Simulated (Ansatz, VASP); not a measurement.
One calculation of Sn, two programs

```
Sn
1.0
     0.00000    3.40161    3.13995
     3.40161    0.00000    3.13995
     3.40161    3.40161    0.00000
Sn
2
Direct
  0.50000 0.50000 0.50000
  0.75000 0.75000 0.75000
```

Change from the starting cell: strain +0.040 along x and y, -0.040 along z, atoms carried along.

Alike in both runs: task single point; functional PBEsol; k mesh 16 × 16 × 16; occupations gaussian, width 0.15 eV; no spin polarisation.

|  | VASP | Ansatz |
| --- | --- | --- |
| version | VASP 6.6.1 | Ansatz 0.2.0 |
| potentials or method | VASP PAW PBE potentials, release 64 (Sn_d), cutoff 520 eV | scalar-relativistic, plane waves, PAW |
| valence electrons in the cell | 28 | 28 |

```csv
,VASP,Ansatz,Ansatz less VASP
gap on the k mesh at the Fermi level (eV),none,none,-
pressure (GPa),-1.6,-1.5,+0.06
"traceless stress, the component that is largest in VASP (GPa)",1.40,1.40,-0.001
```

VASP's potentials were made for PBE, not for PBEsol. A gap of «none» marks a metal or a gap that the smearing closes.
